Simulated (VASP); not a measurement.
Write the native input for VASP 6.6.1 that does the following.

```
Task                   : single point
Functional             : r2SCAN
Potentials or basis    : VASP PAW PBE potentials, release 64 (Hf_pv, C)
Cutoff                 : 520 eV
k mesh                 : 8 × 8 × 5
Occupations            : fermi-dirac, width 0.1 eV
Spin                   : no spin polarisation
Dipole correction      : no
Further INCAR settings : ALGO = Normal; EDIFF = 1e-06; NBANDS = 22
```

The system is HfC.

```
CELL_PARAMETERS angstrom
3.22750 0.00000 0.00000
-1.61375 2.79510 0.00000
0.00000 0.00000 5.02317
ATOMIC_POSITIONS crystal
Hf 0.66667 0.33333 0.75000
Hf 0.33333 0.66667 0.25000
C 0.00000 0.00000 0.00000
C 0.00000 0.00000 0.50000
```

These files were run (other wordings do the same):

POSCAR

```
HfC
1.0
    3.2275016372      0.0000000000      0.0000000000
   -1.6137508186      2.7950985269      0.0000000000
    0.0000000000      0.0000000000      5.0231651381
Hf C
2 2
Direct
    0.6666666667      0.3333333333      0.7500000000
    0.3333333333      0.6666666667      0.2500000000
    0.0000000000      0.0000000000      0.0000000000
    0.0000000000      0.0000000000      0.5000000000
```

INCAR.step1

```
SYSTEM = HfC
ALGO = Normal
EDIFF = 1E-4
ENCUT = 520
GGA = PE
ISMEAR = -1
LASPH = .TRUE.
LCHARG = .FALSE.
LREAL = .FALSE.
LWAVE = .TRUE.
NBANDS = 22
NELM = 80
PREC = Accurate
SIGMA = 0.1
```

INCAR.step2

```
SYSTEM = HfC
ALGO = Normal
EDIFF = 1E-6
ENCUT = 520
ISIF = 2
ISMEAR = -1
ISTART = 1
LASPH = .TRUE.
LCHARG = .FALSE.
LMIXTAU = .TRUE.
LREAL = .FALSE.
LWAVE = .FALSE.
METAGGA = R2SCAN
NBANDS = 22
NELM = 80
PREC = Accurate
SIGMA = 0.1
```

KPOINTS

```
k-points
0
G
  8 8 5
  0 0 0
```

Potentials or basis: VASP PAW PBE potentials, release 64 (Hf_pv, C).

Launch:

```sh
$ cat potpaw_PBE.64/Hf_pv/POTCAR potpaw_PBE.64/C/POTCAR > POTCAR
$ cp INCAR.step1 INCAR
$ mpirun -np 1 vasp_std > vasp.out
$ cp INCAR.step2 INCAR
$ mpirun -np 1 vasp_std > vasp.out
```

It gave:

```yaml
Pressure: 26.8 GPa
Band_gap_on_the_k_mesh: zero (bands 14 and 15 overlap by 1.48 eV)
```

Caveat: the cell stands under pressure; the PAW data sets were made with another functional, which shifts forces and pressure a little; spin-orbit coupling is left out, which moves the levels of the heavy elements.

It took 2.2 min on 1 thread of Intel Xeon 8259CL (shared host), peak memory 0.18 GiB.
